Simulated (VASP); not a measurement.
IrC3:

```xyz
4
Lattice="-2.2590 2.2590 2.2590 2.2590 -2.2590 2.2590 2.2590 2.2590 -2.2590" Properties=species:S:1:pos:R:3 pbc="T T T"
Ir    0.0000    0.0000    0.0000
C     2.2590    0.0000    0.0000
C     0.0000    2.2590    0.0000
C     0.0000    0.0000    2.2590
```

- Program: VASP 6.6.1
- Task: relaxation of cell and atoms
- Functional: PBE
- Potentials or basis: VASP PAW PBE potentials, release 64 (Ir, C)
- Cutoff: 600 eV
- k mesh: 6 × 6 × 6
- Occupations: gaussian, width 0.1 eV
- Spin: no spin polarisation

At the start: pressure -41.9 GPa; volume 11.53 Å³/atom.

Where does the relaxation end?

Over 7 steps the energy falls by 428.9 meV/atom and the volume is 8.96 Å³/atom (-22.3 %); space group Im-3m (No. 229, to 0.05 Å).

The path:
```
step  energy change (eV)  largest force (eV/Å)  pressure (GPa)  volume (Å³)
   1              0.0000                0.0000          -41.87        46.11
   2              0.2381                0.0000          107.99        28.79
   3             -1.7117                0.0000           -3.13        36.23
   4             -1.7153                0.0000           -0.84        35.94
   5             -1.7153                0.0000            0.73        35.76
   6             -1.7152                0.0000           -0.90        35.95
   7             -1.7155                0.0000            0.01        35.84
```

Final structure:
```yaml
crystal:
  lattice:
    - [-2.07705, 2.07705, 2.07705]
    - [2.07705, -2.07705, 2.07705]
    - [2.07705, 2.07705, -2.07705]
  atoms:
    - { symbol: Ir, position: [0.00000, 0.00000, 0.00000] }
    - { symbol: C, position: [0.00000, 0.50000, 0.50000] }
    - { symbol: C, position: [0.50000, 0.00000, 0.50000] }
    - { symbol: C, position: [0.50000, 0.50000, 0.00000] }
```

Caveat: the volume moved by over 15 % at a fixed basis, so the end points are rough.
